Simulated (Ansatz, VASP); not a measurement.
# Two plane-wave programs on Sn

File INCAR:

```
AGGAC = 1.0 ; AGGAX = 1.0
ALDAC = 0.0 ; ALDAX = 1.0
ALGO = Normal ; EDIFF = 1E-6
ENCUT = 520 ; GGA = B5
ISIF = 2 ; ISMEAR = -1
LASPH = True ; LCHARG = True
LELF = True ; LREAL = False
LVHAR = True ; LWAVE = False
NBANDS = 36 ; NELM = 60
PREC = Accurate ; SIGMA = 0.1
```

File KPOINTS:

```
k-points
0
Gamma
  12 12 3
```

The input POSCAR:

```
Sn
1.0
    3.4120273432      0.0000000000      0.0000000000
   -1.7060136716      2.9549023576      0.0000000000
    0.0000000000      0.0000000000     11.2348607475
Sn
4
Direct
    0.0000000000      0.0000000000      1.0000000000
    0.0000000000      0.0000000000      0.5000000000
    0.3333333333      0.6666666667      0.2500000000
    0.6666666667      0.3333333333      0.7500000000
```

Input for Ansatz:

```yaml
crystal:
  lattice:
    - [3.4120273432, 0.0, 0.0]
    - [-1.7060136716, 2.9549023576, 0.0]
    - [0.0, 0.0, 11.2348607475]
  atoms:
    - { symbol: Sn, position: [0.0, 0.0, 1.0] }
    - { symbol: Sn, position: [0.0, 0.0, 0.5] }
    - { symbol: Sn, position: [0.3333333333, 0.6666666667, 0.25] }
    - { symbol: Sn, position: [0.6666666667, 0.3333333333, 0.75] }
hamiltonian:
  xc: blyp
  pseudopotentials:
    kind: paw
    azcp:
      Sn: "pseudopotentials/Sn.paw.azcp"
basis:
  ecutwfc: 420
  fft_grid_basis: typed
kpoints:
  mp_grid: { grid: [12, 12, 3], shift: [0, 0, 0] }
magnetization:
  spin_polarized: false
scf:
  occupations: { method: fermi_dirac, width: 0.1 }
  lower_state_search: "off"
output:
  stress: true
```

Alike in both runs: task single point; functional BLYP; k mesh 12 × 12 × 3; occupations fermi-dirac, width 0.1 eV; no spin polarisation.

|  | VASP | Ansatz |
| --- | --- | --- |
| version | VASP 6.6.1 | Ansatz 0.2.0 |
| potentials or method | VASP PAW PBE potentials, release 64 (Sn_d), cutoff 520 eV | plane waves (420 eV) with PAW, scalar-relativistic |
| valence electrons in the cell | 56 | 56 |

|  | VASP | Ansatz | Ansatz less VASP |
| --- | --- | --- | --- |
| pressure (GPa) | 3.7 | 3.7 | 0.00 |
| traceless stress, the component that is largest in VASP (GPa) | -0.36 | -0.36 | 0.000 |

VASP's potentials were made for PBE, not for BLYP.
